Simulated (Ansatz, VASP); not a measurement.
**One calculation of B3Pd, two programs**

```
B Pd
1.0
     4.92320    0.00000    0.00000
    -2.46160    4.26362    0.00000
     0.00000    0.00000    3.36701
B Pd
6 2
Cartesian
  2.4616 3.2589 0.8418
  -1.5915 3.7613 2.5253
  1.5915 3.7613 2.5253
  0.8701 0.5023 0.8418
  4.0531 0.5023 0.8418
  0.0000 1.0047 2.5253
  0.0000 2.8424 0.8418
  2.4616 1.4212 2.5253
```

Change from the starting cell: species swapped into the Fe3Ge type (P6_3/mmc, No. 194).

Alike in both runs: functional PBE; k mesh 4 × 4 × 4; occupations gaussian, width 0.2 eV; no spin polarisation.

Ansatz relaxed the structure, and its values are those at the end. VASP's run is a single point on that final structure, the one shown.

```csv
,VASP,Ansatz
version,VASP 6.6.1,Ansatz 0.2.0
potentials or method,"VASP PAW PBE potentials, release 64 (B, Pd), cutoff 500 eV","scalar-relativistic, plane waves, PAW"
valence electrons in the cell,38,54
```

```tsv
	VASP	Ansatz	Ansatz less VASP
gap on the k mesh at the Fermi level (eV)	none	none	-
pressure (GPa)	0.7	0.6	-0.08
rms of the force components (eV/Å)	0.010	0.001	-0.0093
```

A gap of «none» marks a metal or a gap that the smearing closes. VASP's potentials hold 38 valence electrons a cell and Ansatz's 54, so a difference there can come from the potentials and not from the codes.

The k mesh is coarse, so the values compare programs but aren't converged.
